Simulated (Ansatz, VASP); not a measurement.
**Al2H: VASP beside Ansatz**

```
Al H
1.0
     2.78125    0.00000    0.00000
     0.00000    4.84071    0.00000
     0.00000    0.00000    5.71337
Al H
4 2
Cartesian
  1.3906 0.0000 2.4389
  1.3906 2.4204 0.2097
  0.0000 0.0000 5.5037
  0.0000 2.4204 3.2745
  1.3906 0.0000 4.2895
  0.0000 2.4204 1.4238
```

Change from the starting cell: the structure that the rattled cell fell into.

Alike in both runs: functional PBE; k mesh 14 × 8 × 8; occupations gaussian, width 0.1 eV; no spin polarisation.

Ansatz relaxed the structure, and its values are those at the end. VASP's run is a single point on that final structure, the one shown.

|  | VASP | Ansatz |
| --- | --- | --- |
| version | VASP 6.6.1 | Ansatz 0.2.0 |
| potentials or method | VASP PAW PBE potentials, release 64 (Al, H), cutoff 520 eV | scalar-relativistic, plane waves, PAW |
| valence electrons in the cell | 14 | 14 |

VASP gave:

* gap on the k mesh at the Fermi level (eV): none
* pressure (GPa): -0.1
* rms of the force components (eV/Å): 0.004

**Question.** What did Ansatz give for the same quantities?

**Answer.** gap on the k mesh at the Fermi level (eV): none; pressure (GPa): 0.0; rms of the force components (eV/Å): 0.003.

A gap of «none» marks a metal or a gap that the smearing closes.
